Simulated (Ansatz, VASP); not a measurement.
# One calculation of Ge, two programs

```
CELL_PARAMETERS angstrom
1.97751 -4.85506 0.00000
1.97751 4.85506 0.00000
0.00000 0.00000 3.95322
ATOMIC_POSITIONS crystal
Ge 0.17089 0.82911 0.00000
Ge 0.82911 0.17089 0.00000
Ge 0.00000 0.00000 0.50000
```

Alike in both runs: task relaxation of cell and atoms; functional PBE; k mesh 12 × 12 × 12; occupations gaussian, width 0.1 eV; no spin polarisation.

|  | VASP | Ansatz |
| --- | --- | --- |
| version | VASP 6.6.1 | Ansatz 0.2.0 |
| potentials or method | VASP PAW PBE potentials, release 64 (Ge_d), cutoff 600 eV | scalar-relativistic, plane waves, PAW |
| valence electrons in the cell | 42 | 42 |

Ansatz gave:

- gap on the k mesh at the Fermi level, each at its own relaxed structure (eV): none
- relaxed volume (Å³/atom): 24.97
- relaxed cell length with the largest relative difference (Å): 3.861

Question: What did VASP give for the same quantities?

Answer: gap on the k mesh at the Fermi level, each at its own relaxed structure (eV): none; relaxed volume (Å³/atom): 24.98; relaxed cell length with the largest relative difference (Å): 3.862.

A gap of «none» marks a metal or a gap that the smearing closes.
